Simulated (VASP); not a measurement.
# TiO2 (Rutile) (P4_2/mnm) in VASP: notebook, part 2 of 2

VASP 6.6.1.

### 4 Electric field gradients, r2SCAN

Contents of POSCAR:

```
TiO2
1.0
    4.5922000000      0.0000000000      0.0000000000
    0.0000000000      4.5922000000      0.0000000000
    0.0000000000      0.0000000000      2.9574000000
Ti O
2 4
Direct
    0.0000000000      0.0000000000      0.0000000000
    0.5000000000      0.5000000000      0.5000000000
    0.3042201823      0.3042201823      0.0000000000
    0.1957798177      0.8042201823      0.5000000000
    0.6957798177      0.6957798177      0.0000000000
    0.8042201823      0.1957798177      0.5000000000
```

Contents of INCAR.step1:

```
PREC = Accurate ; ENCUT = 520
ISMEAR = -1 ; SIGMA = 0.02
LREAL = F ; LASPH = T
NELM = 80 ; NBANDS = 33
GGA = PE ; ALGO = Normal
EDIFF = 1E-4 ; LWAVE = T
LCHARG = F
```

Contents of INCAR.step2:

```
PREC = Accurate ; ENCUT = 520
EDIFF = 1E-8 ; ISMEAR = -1
SIGMA = 0.02 ; LREAL = F
LASPH = T ; NELM = 80
ALGO = Normal ; ISIF = 2
LWAVE = F ; LCHARG = F
METAGGA = R2SCAN ; LMIXTAU = T
LEFG = T ; NBANDS = 33
ISTART = 1
```

Contents of KPOINTS:

```
Automatic mesh
0
Gamma
  7 7 10
```

Potentials or basis: VASP PAW PBE potentials, release 64 (Ti_sv, O).

The run is started by

```bash
cat potpaw_PBE.64/Ti_sv/POTCAR potpaw_PBE.64/O/POTCAR > POTCAR
cp INCAR.step1 INCAR
mpirun -np 1 vasp_std > vasp.out
cp INCAR.step2 INCAR
mpirun -np 1 vasp_std > vasp.out
```

OUTCAR:

```text
PREC = Accurate
   ENCUT = 520
   EDIFF = 1E-8
   ISMEAR = -1
   LREAL = F
   LASPH = T
   NELM = 80
   ISIF = 2
   METAGGA = R2SCAN
   ISTART = 1

 ion  position               nearest neighbor table
   1  0.000  0.000  0.000-   4 1.95   6 1.95   4 1.95   6 1.95   5 1.98   3 1.98
   2  0.500  0.500  0.500-   3 1.95   5 1.95   3 1.95   5 1.95   4 1.98   6 1.98
   3  0.304  0.304  0.000-   2 1.95   2 1.95   1 1.98
   4  0.196  0.804  0.500-   1 1.95   1 1.95   2 1.98
   5  0.696  0.696  0.000-   2 1.95   2 1.95   1 1.98
   6  0.804  0.196  0.500-   1 1.95   1 1.95   2 1.98

  LATTYP: Found a simple tetragonal cell.
 ALAT       =     4.5922000000
 C/A-ratio  =     0.6440050520

  Lattice vectors:

 A1 = (   4.5922000000,   0.0000000000,   0.0000000000)
 A2 = (   0.0000000000,   4.5922000000,   0.0000000000)
 A3 = (   0.0000000000,   0.0000000000,   2.9574000000)

Analysis of symmetry for initial positions (statically):
=====================================================================
 Subroutine PRICEL returns:
 Original cell was already a primitive cell.

 Routine SETGRP: Setting up the symmetry group for a
 simple tetragonal supercell.

 Subroutine GETGRP returns: Found 16 space group operations
 (whereof  8 operations were pure point group operations)
 out of a pool of 16 trial point group operations.

The static configuration has the point symmetry D_2h.
[... 1048 lines left out ...]
  --------------------------------------------------------------------------------------
  -------------------------------------------------------------------------------------
  Total        0.4619933      0.4619933      0.4848793     -0.0000000      0.0000000      0.0000000
  in kB       11.8684666     11.8684666     12.4564003     -0.0000000      0.0000000      0.0000000
  external PRESSURE =      12.0644445 kB  Pullay stress =       0.0000000 kB

 VOLUME and BASIS-vectors are now :
 -----------------------------------------------------------------------------
  energy-cutoff  :      520.00
  volume of cell :       62.37
      direct lattice vectors                 reciprocal lattice vectors
     4.592200000  0.000000000  0.000000000     0.217760550  0.000000000  0.000000000
     0.000000000  4.592200000  0.000000000     0.000000000  0.217760550  0.000000000
     0.000000000  0.000000000  2.957400000     0.000000000  0.000000000  0.338134848

 POSITION                                       TOTAL-FORCE (eV/Angst)
 -----------------------------------------------------------------------------------
      0.00000      0.00000      0.00000         0.000000     -0.000000      0.000000
      2.29610      2.29610      1.47870         0.000000     -0.000000      0.000000
      1.39704      1.39704      0.00000         0.014093      0.014093     -0.000000
      0.89906      3.69314      1.47870        -0.014093      0.014093      0.000000
      3.19516      3.19516      0.00000        -0.014093     -0.014093      0.000000
      3.69314      0.89906      1.47870         0.014093     -0.014093      0.000000
 -----------------------------------------------------------------------------------
    total drift:                                0.000000      0.000000      0.000000

  FREE ENERGIE OF THE ION-ELECTRON SYSTEM (eV)
  ---------------------------------------------------
  free  energy   TOTEN  =       -69.7941437733 eV

  energy  without entropy=      -69.7941437733  energy(sigma->0) =      -69.79414377

 Electric field gradients (V/A^2)
---------------------------------------------------------------------
 ion       V_xx      V_yy      V_zz      V_xy      V_xz      V_yz
---------------------------------------------------------------------
   1      10.333    10.333   -20.666     1.409     0.000    -0.000
   2      10.333    10.333   -20.666    -1.409     0.000    -0.000
   3      -0.792    -0.792     1.584    24.900     0.000     0.000
   4      -0.792    -0.792     1.584   -24.900    -0.000     0.000
   5      -0.792    -0.792     1.584    24.900    -0.000    -0.000
   6      -0.792    -0.792     1.584   -24.900     0.000    -0.000
---------------------------------------------------------------------

 Electric field gradients after diagonalization (V/A^2)
 (convention: |V_zz| > |V_xx| > |V_yy|)
----------------------------------------------------------------------
 ion       V_xx      V_yy      V_zz     asymmetry (V_yy - V_xx)/ V_zz
----------------------------------------------------------------------
   1      11.742     8.924   -20.666       0.136
   2      11.742     8.924   -20.666       0.136
   3      24.108     1.584   -25.692       0.877
   4      24.108     1.584   -25.692       0.877
   5      24.108     1.584   -25.692       0.877
   6      24.108     1.584   -25.692       0.877
----------------------------------------------------------------------

           NMR quadrupolar parameters

 Cq : quadrupolar parameter    Cq=e*Q*V_zz/h
 eta: asymmetry parameters     (V_yy - V_xx)/ V_zz
 Q  : nuclear electric quadrupole moment in mb (millibarn)
----------------------------------------------------------------------
 ion       Cq(MHz)       eta       Q (mb)
----------------------------------------------------------------------
   1      -0.050       0.136       1.000
   2      -0.050       0.136       1.000
   3      -0.062       0.877       1.000
   4      -0.062       0.877       1.000
   5      -0.062       0.877       1.000
   6      -0.062       0.877       1.000
----------------------------------------------------------------------
```

OUTCAR.step1:

```text
PREC = Accurate
   ENCUT = 520
   ISMEAR = -1
   LREAL = F
   LASPH = T
[... 1102 lines left out ...]
      1.39704      1.39704      0.00000        -0.017791     -0.017791      0.000000
      0.89906      3.69314      1.47870         0.017791     -0.017791      0.000000
      3.19516      3.19516      0.00000         0.017791      0.017791     -0.000000
      3.69314      0.89906      1.47870        -0.017791      0.017791     -0.000000
 -----------------------------------------------------------------------------------
    total drift:                                0.000000      0.000000      0.000000

  FREE ENERGIE OF THE ION-ELECTRON SYSTEM (eV)
  ---------------------------------------------------
  free  energy   TOTEN  =       -53.6436750700 eV

  energy  without entropy=      -53.6436750700  energy(sigma->0) =      -53.64367507
```

It took 5.7 min on 1 thread of Intel Xeon 6975P-C, shared host; peak memory 0.24 GiB.

What came out:

```
Free energy            : -69.7941 eV
Pressure               : 1.2 GPa
Largest force          : 0.020 eV/Å
Band gap on the k mesh : 2.21 eV, direct
```

Forces on the atoms (eV/Å):
```
Ti   0.000  0.000  0.000
Ti   0.000  0.000  0.000
O    0.014  0.014  0.000
O   -0.014  0.014  0.000
O   -0.014 -0.014  0.000
O    0.014 -0.014  0.000
```

Electric field gradients, principal values (V/Å²):
| atom | least | middle | greatest (by size) |
| --- | --- | --- | --- |
| 1 Ti | 8.924 | 11.742 | -20.666 |
| 2 Ti | 8.924 | 11.742 | -20.666 |
| 3 O | 1.584 | 24.108 | -25.692 |
| 4 O | 1.584 | 24.108 | -25.692 |
| 5 O | 1.584 | 24.108 | -25.692 |
| 6 O | 1.584 | 24.108 | -25.692 |

Caveat: without QUAD_EFG the Cq values of the log hold for a quadrupole moment of 1 mb, not for the nuclei; the PAW data sets were made with another functional, which shifts forces and pressure a little. A k mesh can miss the band edges.

### 5 Overview

```tsv
level	potentials or basis	smearing	gap on the mesh (eV)	pressure (GPa)	largest force (eV/Å)
PBEsol	VASP PAW PBE potentials, release 64 (Ti_sv, O)	tetrahedron	1.84	-1.0	0.06
LDA	VASP PAW LDA potentials, release 64 (Ti_sv, O)	fermi-dirac 0.02 eV	1.76	-7.0	0.09
r2SCAN	VASP PAW PBE potentials, release 64 (Ti_sv, O)	fermi-dirac 0.02 eV	2.21	1.2	0.02
```

Some of these runs hold the atoms at other places in the same cell, which the table doesn't show; runs alike in all that it shows share one row.

Alike in all rows: task electric field gradients; no spin polarisation; cell as given; k mesh 7 × 7 × 10; cutoff (eV) 520.

Caveats: the PAW data sets were made with another functional, which shifts forces and pressure a little (some runs).

Absolute energies hang on the potentials; compare differences alone.

### 6 Comparison with measurements

Step 2. Against the measured gap of TiO2, 3.03 eV (direct; 1.6 K; quoted in “Shallow Valence Band of Rutile GeO2 and P-type Doping”, 2020, arxiv:2011.08928), the calculated 1.84 eV is off by -1.19 eV. 2 values of this kind are on record in papers (3.03 to 3.05 eV); this one was drawn at random among those near their median. The value is that of PBEsol on a finite k mesh, which can miss the band edges, without temperature or zero-point motion. Semilocal functionals fall short of measured gaps as a rule.
